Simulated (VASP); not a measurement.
Write the native input for VASP 6.6.1 that does the following.

```yaml
Task: single point
Functional: r2SCAN
Potentials_or_basis: VASP PAW PBE potentials, release 64 (Cd, Se)
Cutoff: 520 eV
k_mesh: 6 × 6 × 4
Occupations: gaussian, width 0.05 eV
Spin: no spin polarisation
Dipole_correction: no
Further_INCAR_settings: ALGO = Normal; EDIFF = 1e-06; NBANDS = 26
```

The system is CdSe.

```
Cd Se
1.0
     4.29850    0.07522    0.00000
    -2.08410    3.68500    0.00000
     0.00000    0.00000    7.01520
Cd Se
2 2
Direct
  0.66667 0.33333 0.00000
  0.33333 0.66667 0.50000
  0.66667 0.33333 0.37500
  0.33333 0.66667 0.87500
```

This cell differs from its parent crystal: strain +0.0350 x Voigt [0, 0, 0, 0, 0, 1].

These files were run (other wordings do the same):

POSCAR

```
CdSe
1.0
    4.2984999142      0.0752237485      0.0000000000
   -2.0841042799      3.6849982496      0.0000000000
    0.0000000000      0.0000000000      7.0152000000
Cd Se
2 2
Direct
    0.6666666667      0.3333333333      0.0000000000
    0.3333333333      0.6666666667      0.5000000000
    0.6666666667      0.3333333333      0.3750000000
    0.3333333333      0.6666666667      0.8750000000
```

INCAR.step1

```
  ALGO = Normal
  EDIFF = 1E-4
  ENCUT = 520
  GGA = PE
  ISMEAR = 0
  LASPH = True
  LCHARG = False
  LREAL = False
  LWAVE = True
  NBANDS = 26
  NELM = 80
  PREC = Accurate
  SIGMA = 0.05
```

INCAR.step2

```
  ALGO = Normal
  EDIFF = 1E-6
  ENCUT = 520
  ISIF = 2
  ISMEAR = 0
  ISTART = 1
  LASPH = True
  LCHARG = True
  LELF = True
  LMIXTAU = True
  LREAL = False
  LVHAR = True
  LWAVE = False
  METAGGA = R2SCAN
  NBANDS = 26
  NELM = 80
  PREC = Accurate
  SIGMA = 0.05
```

KPOINTS

```
k-points
0
Gamma
  6 6 4
```

Potentials or basis: VASP PAW PBE potentials, release 64 (Cd, Se).

Command:

```console
$ cat potpaw_PBE.64/Cd/POTCAR potpaw_PBE.64/Se/POTCAR > POTCAR
$ cp INCAR.step1 INCAR
$ mpirun -np 1 vasp_std > vasp.out
$ cp INCAR.step2 INCAR
$ mpirun -np 1 vasp_std > vasp.out
```

It gave:

| Quantity | Value |
| --- | --- |
| Pressure | 1.9 GPa |
| Largest force | 0.251 eV/Å |
| Band gap on the k mesh | 1.10 eV |

Caveat: the cell differs from its parent crystal (strain +0.0350 x Voigt [0, 0, 0, 0, 0, 1]); the PAW data sets were made with another functional, which shifts forces and pressure a little.

Run time: 10 min on 1 thread of Intel(R) Xeon(R) Platinum 8259CL CPU @ 2.50GHz (Skylake/Cascade Lake), on a shared host, peak memory 0.34 GiB.
